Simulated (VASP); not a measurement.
# TiTe2 (P4_2/mnm) in VASP: single point with LDA

Aim: the single point of TiTe2 with LDA.

Program: VASP 6.6.1. These are calculated values, not measurements. Logs are shortened: lines on timing, memory, paths and dates and some standing lists are left out, and cuts for length are marked.

**1. The cell of the first run**

It takes space group P4_2/mnm (No. 136, tetragonal). Conventional cell: a = 6.044 Å, b = 6.044 Å, c = 4.021 Å, α = 90.00°, β = 90.00°, γ = 90.00°. Ti (site symmetry mmm) has 6 Te at 2.61 Å within 3.4 Å. Within 3.4 Å of Te (site symmetry m2m) lie 3 Ti at 2.61 Å and 1 Te at 3.34 Å.

**2. Single point, LDA**

Input file INCAR:

```
PREC = Accurate
ENCUT = 520
EDIFF = 1E-7
ISMEAR = 0
SIGMA = 0.1
LREAL = False
LASPH = True
NELM = 60
ALGO = Normal
ISIF = 2
LWAVE = False
LCHARG = False
NBANDS = 33
```

Input file KPOINTS:

```
Automatic mesh
0
Gamma
  4 4 4
```

Input file POSCAR:

```
TiTe2
1.0
    6.0439619194      0.0000000000      0.0000000000
    0.0000000000      6.0439619194      0.0000000000
    0.0000000000      0.0000000000      4.0207500800
Ti Te
2 4
Direct
    0.0000000000      0.0000000000      0.0000000000
    0.5000000000      0.5000000000      0.5000000000
    0.1951075728      0.8048924272      0.5000000000
    0.3048924272      0.3048924272      0.0000000000
    0.6951075728      0.6951075728      0.0000000000
    0.8048924272      0.1951075728      0.5000000000
```

Potentials or basis: VASP PAW LDA potentials, release 64 (Ti_sv, Te).

Launch:

```bash
cat potpaw_LDA.64/Ti_sv/POTCAR potpaw_LDA.64/Te/POTCAR > POTCAR
mpirun -np 1 vasp_std > vasp.out
```

OUTCAR:

```text
PREC = Accurate
   ENCUT = 520
   EDIFF = 1E-7
   ISMEAR = 0
   LREAL = False
   LASPH = True
   NELM = 60
   ISIF = 2

 ion  position               nearest neighbor table
   1  0.000  0.000  0.000-   4 2.61   5 2.61   3 2.61   6 2.61   3 2.61   6 2.61
   2  0.500  0.500  0.500-   3 2.61   6 2.61   5 2.61   4 2.61   4 2.61   5 2.61
   3  0.195  0.805  0.500-   2 2.61   1 2.61   1 2.61   6 3.34
   4  0.305  0.305  0.000-   1 2.61   2 2.61   2 2.61   5 3.34
   5  0.695  0.695  0.000-   1 2.61   2 2.61   2 2.61   4 3.34
   6  0.805  0.195  0.500-   2 2.61   1 2.61   1 2.61   3 3.34

  LATTYP: Found a simple tetragonal cell.
 ALAT       =     6.0439619194
 C/A-ratio  =     0.6652507302

  Lattice vectors:

 A1 = (   6.0439619194,   0.0000000000,   0.0000000000)
 A2 = (   0.0000000000,   6.0439619194,   0.0000000000)
 A3 = (   0.0000000000,   0.0000000000,   4.0207500800)

Analysis of symmetry for initial positions (statically):
=====================================================================
 Subroutine PRICEL returns:
 Original cell was already a primitive cell.

 Routine SETGRP: Setting up the symmetry group for a
 simple tetragonal supercell.

 Subroutine GETGRP returns: Found 16 space group operations
 (whereof  8 operations were pure point group operations)
 out of a pool of 16 trial point group operations.

The static configuration has the point symmetry D_2h.
 The point group associated with its full space group is D_4h.

Analysis of symmetry for dynamics (positions and initial velocities):
=====================================================================
 Subroutine PRICEL returns:
 Original cell was already a primitive cell.

 Routine SETGRP: Setting up the symmetry group for a
 simple tetragonal supercell.

 Subroutine GETGRP returns: Found 16 space group operations
 (whereof  8 operations were pure point group operations)
 out of a pool of 16 trial point group operations.

The dynamic configuration has the point symmetry D_2h.
 The point group associated with its full space group is D_4h.

 Subroutine INISYM returns: Found 16 space group operations
 (whereof  8 operations are pure point group operations),
 and found     1 'primitive' translations

----------------------------------------------------------------------------------------

                                     Primitive cell

  volume of cell :     146.8759

  direct lattice vectors                    reciprocal lattice vectors
     6.043961919  0.000000000  0.000000000     0.165454385  0.000000000  0.000000000
     0.000000000  6.043961919  0.000000000     0.000000000  0.165454385  0.000000000
     0.000000000  0.000000000  4.020750080     0.000000000  0.000000000  0.248709813

  length of vectors
     6.043961919  6.043961919  4.020750080     0.165454385  0.165454385  0.248709813

  position of ions in fractional coordinates (direct lattice)
     0.000000000  0.000000000  0.000000000
     0.500000000  0.500000000  0.500000000
     0.195107573  0.804892427  0.500000000
     0.304892427  0.304892427  0.000000000
     0.695107573  0.695107573  0.000000000
     0.804892427  0.195107573  0.500000000

  ion indices of the primitive-cell ions
   primitive index   ion index
                 1           1
                 2           2
                 3           3
                 4           4
                 5           5
                 6           6

----------------------------------------------------------------------------------------

 KPOINTS: Automatic mesh

Automatic generation of k-mesh.
 Grid dimensions read from file:
 generate k-points for:    4    4    4

 Generating k-lattice:

  Cartesian coordinates                     Fractional coordinates (reciprocal lattice)
     0.041363596  0.000000000  0.000000000     0.250000000  0.000000000  0.000000000
     0.000000000  0.041363596  0.000000000     0.000000000  0.250000000  0.000000000
     0.000000000  0.000000000  0.062177453     0.000000000  0.000000000  0.250000000

  Length of vectors
     0.041363596  0.041363596  0.062177453

  Shift w.r.t. Gamma in fractional coordinates (k-lattice)
     0.000000000  0.000000000  0.000000000

 Subroutine IBZKPT returns following result:
 ===========================================

 Found     18 irreducible k-points:

 Following reciprocal coordinates:
            Coordinates               Weight
  0.000000  0.000000  0.000000      1.000000
  0.250000  0.000000  0.000000      4.000000
  0.500000  0.000000  0.000000      2.000000
  0.250000  0.250000  0.000000      4.000000
  0.500000  0.250000  0.000000      4.000000
  0.500000  0.500000  0.000000      1.000000
[... 10 lines left out ...]
  0.500000  0.250000  0.500000      4.000000
  0.500000  0.500000  0.500000      1.000000
   k-points           NKPTS =     18   k-points in BZ     NKDIM =     18   number of bands    NBANDS=     33
   number of dos      NEDOS =    301   number of ions     NIONS =      6
   total plane-waves  NPLWV =  69120
   dimension x,y,z NGX =    48 NGY =   48 NGZ =   30
   dimension x,y,z NGXF=    96 NGYF=   96 NGZF=   60
   ions per type =               2   4
   NGX,Y,Z   is equivalent  to a cutoff of  13.20, 13.20, 12.40 a.u.
   NGXF,Y,Z  is equivalent  to a cutoff of  26.41, 26.41, 24.81 a.u.
 SYSTEM =  unknown system
   PREC   = accura    normal or accurate (medium, high low for compatibility)
   ISTART =      0    job   : 0-new  1-cont  2-samecut
   ICHARG =      2    charge: 1-file 2-atom 10-const
   ISPIN  =      1    spin polarized calculation?
   LNONCOLLINEAR =      F non collinear calculations
   LSORBIT =      F    spin-orbit coupling
   LASPH  =      T    aspherical Exc in radial PAW
   ENCUT  =  520.0 eV  38.22 Ry    6.18 a.u.  11.24 11.24  7.48*2*pi/ulx,y,z
   NELM   =     60;   NELMIN=  2; NELMDL= -5     # of ELM steps
   EDIFF  = 0.1E-06   stopping-criterion for ELM
   LREAL  =      F    real-space projection
   EDIFFG = 0.1E-05   stopping-criterion for IOM
   NSW    =      0    number of steps for IOM
   IBRION =     -1    ionic relax: 0-MD 1-quasi-New 2-CG
   NFREE  =      0    steps in history (QN), initial steepest desc. (CG)
   ISIF   =      2    stress and relaxation
   ISYM   =      2    0-nonsym 1-usesym 2-fastsym
   POTIM  = 0.5000    time-step for ionic-motion
   TEBEG  =    0.0;   TEEND  =   0.0 temperature during run
   PSTRESS=    0.0 pullay stress
   NELECT =      48.0000    total number of electrons
   NUPDOWN=      -1.0000    fix difference up-down
   EMIN   =  10.00;   EMAX   =-10.00  energy-range for DOS
   EFERMI =   0.00;   METHOD = LEGACY
   ISMEAR =     0;   SIGMA  =   0.10  broadening in eV -4-tet -1-fermi 0-gaus
   EFERMI_NEDOS =   21; number of points for ismear=-14 and -15
   IALGO  =     38    algorithm
   IMIX   =      4    mixing-type and parameters
     AMIX     =   0.40;   BMIX     =  1.00
     AMIX_MAG =   1.60;   BMIX_MAG =  1.00
  volume/ion in A,a.u.               =      24.48       165.19
  Fermi-wavevector in a.u.,A,eV,Ry     =   1.127643  2.130937 17.300888  1.271579
  Thomas-Fermi vector in A             =   2.264330
   LORBIT       =      0    0 simple, 1 ext, 2 COOP (PROOUT), +10 PAW based schemes
   GGA     = CA    functional components
   LHFCALC =     F    Hartree Fock is set to
   AEXX    =    0.0000 exact exchange contribution
   IVDW    =     0    specifies the selected vdW correction
   LEPSILON=     F    determine dielectric tensor
   LRPA    =     F    only Hartree local field effects (RPA)
 non-spin polarized calculation
 Gauss-broadening in eV      SIGMA  =   0.10
  energy-cutoff  :      520.00
  volume of cell :      146.88
 maximum number of plane-waves:      3976
 NGX is ok and might be reduce to    48
   NGX = 23   NGY = 23   NGZ = 15

 number of electron      48.0000000 magnetization

 Free energy of the ion-electron system (eV)
  ---------------------------------------------------
  ext. energy  EPLUGINS =         0.00000000
  ---------------------------------------------------
  free energy    TOTEN  =       -34.92832574 eV

  energy without entropy =      -34.91504859  energy(sigma->0) =      -34.92168716

 E-fermi :   7.8073     XC(G=0): -10.4237

 val. band max:        7.7369799158   @ k =   0.5000   0.5000   0.0000
 cond. band min:       7.8366531924   @ k =   0.0000   0.0000   0.0000
 fundamental gap:      0.0996732766
 Fermi energy:         7.8073463245

 k-point     1 :       0.0000    0.0000    0.0000
  band No.  band energies     occupation
      1     -48.7311      2.00000
      2     -48.7307      2.00000
      3     -25.5135      2.00000
      4     -25.5079      2.00000
      5     -25.4019      2.00000
      6     -25.4019      2.00000
[... 25 lines left out ...]
     32      11.5671      0.00000
     33      11.8923      0.00000

 k-point     2 :       0.2500    0.0000    0.0000
  band No.  band energies     occupation
      1     -48.7311      2.00000
      2     -48.7308      2.00000
      3     -25.5127      2.00000
      4     -25.5087      2.00000
      5     -25.4006      2.00000
      6     -25.4006      2.00000
[... 25 lines left out ...]
     32      11.4624      0.00000
     33      11.8057      0.00000

 k-point     3 :       0.5000    0.0000    0.0000
  band No.  band energies     occupation
      1     -48.7309      2.00000
      2     -48.7309      2.00000
      3     -25.5107      2.00000
      4     -25.5107      2.00000
      5     -25.3985      2.00000
      6     -25.3985      2.00000
[... 25 lines left out ...]
     32      11.4504      0.00000
     33      11.8668      0.00000

 k-point     4 :       0.2500    0.2500    0.0000
  band No.  band energies     occupation
      1     -48.7310      2.00000
      2     -48.7308      2.00000
      3     -25.5121      2.00000
      4     -25.5093      2.00000
      5     -25.4023      2.00000
      6     -25.3985      2.00000
[... 457 lines left out ...]
     32      10.6167      0.00000
     33      10.8829      0.00000

 k-point    17 :       0.5000    0.2500    0.5000
  band No.  band energies     occupation
      1     -48.7296      2.00000
      2     -48.7296      2.00000
      3     -25.5398      2.00000
      4     -25.5398      2.00000
      5     -25.3941      2.00000
      6     -25.3941      2.00000
[... 25 lines left out ...]
     32      10.1131      0.00000
     33      11.9607      0.00000

 k-point    18 :       0.5000    0.5000    0.5000
  band No.  band energies     occupation
      1     -48.7296      2.00000
      2     -48.7296      2.00000
      3     -25.5398      2.00000
      4     -25.5398      2.00000
      5     -25.3942      2.00000
      6     -25.3942      2.00000
[... 25 lines left out ...]
     32      10.8147      0.00000
     33      11.0227      0.00000

------------------------ aborting loop because EDIFF is reached ----------------------------------------

  FORCE on cell =-STRESS in cart. coord.  units (eV):
  Direction    XX          YY          ZZ          XY          YZ          ZX
  --------------------------------------------------------------------------------------
  -------------------------------------------------------------------------------------
  Total       10.6526650     10.6526650      3.6325707     -0.0000000      0.0000000      0.0000000
  in kB      116.2032664    116.2032664     39.6254434     -0.0000000      0.0000000      0.0000000
  external PRESSURE =      90.6773254 kB  Pullay stress =       0.0000000 kB

 VOLUME and BASIS-vectors are now :
 -----------------------------------------------------------------------------
  energy-cutoff  :      520.00
  volume of cell :      146.88
      direct lattice vectors                 reciprocal lattice vectors
     6.043961919  0.000000000  0.000000000     0.165454385  0.000000000  0.000000000
     0.000000000  6.043961919  0.000000000     0.000000000  0.165454385  0.000000000
     0.000000000  0.000000000  4.020750080     0.000000000  0.000000000  0.248709813

 POSITION                                       TOTAL-FORCE (eV/Angst)
 -----------------------------------------------------------------------------------
      0.00000      0.00000      0.00000        -0.000000      0.000000      0.000000
      3.02198      3.02198      2.01038        -0.000000      0.000000      0.000000
      1.17922      4.86474      2.01038         0.431035     -0.431035      0.000000
      1.84276      1.84276      0.00000        -0.431035     -0.431035      0.000000
      4.20120      4.20120      0.00000         0.431035      0.431035     -0.000000
      4.86474      1.17922      2.01038        -0.431035      0.431035      0.000000
 -----------------------------------------------------------------------------------
    total drift:                               -0.000000     -0.000000     -0.000000

  FREE ENERGIE OF THE ION-ELECTRON SYSTEM (eV)
  ---------------------------------------------------
  free  energy   TOTEN  =       -34.9283257405 eV

  energy  without entropy=      -34.9150485861  energy(sigma->0) =      -34.92168716
```

Wall time 56 s (1 thread of Intel Xeon 6975P-C (Granite Rapids), shared host); peak memory 0.24 GiB.

What came out:

| Item | Value |
| --- | --- |
| Free energy | -34.9283 eV |
| Pressure | 9.1 GPa |
| Largest force | 0.610 eV/Å |
| Band gap on the k mesh | zero (bands 24 and 25 overlap by 0.34 eV) |

Forces in eV/Å, atoms in the order of the input:
```
Ti   0.000  0.000  0.000
Ti   0.000  0.000  0.000
Te   0.431 -0.431  0.000
Te  -0.431 -0.431  0.000
Te   0.431  0.431  0.000
Te  -0.431  0.431  0.000
```

Caveat: the k points lie up to 0.39 Å⁻¹ apart; spin-orbit coupling is left out, which moves the levels of the heavy elements.
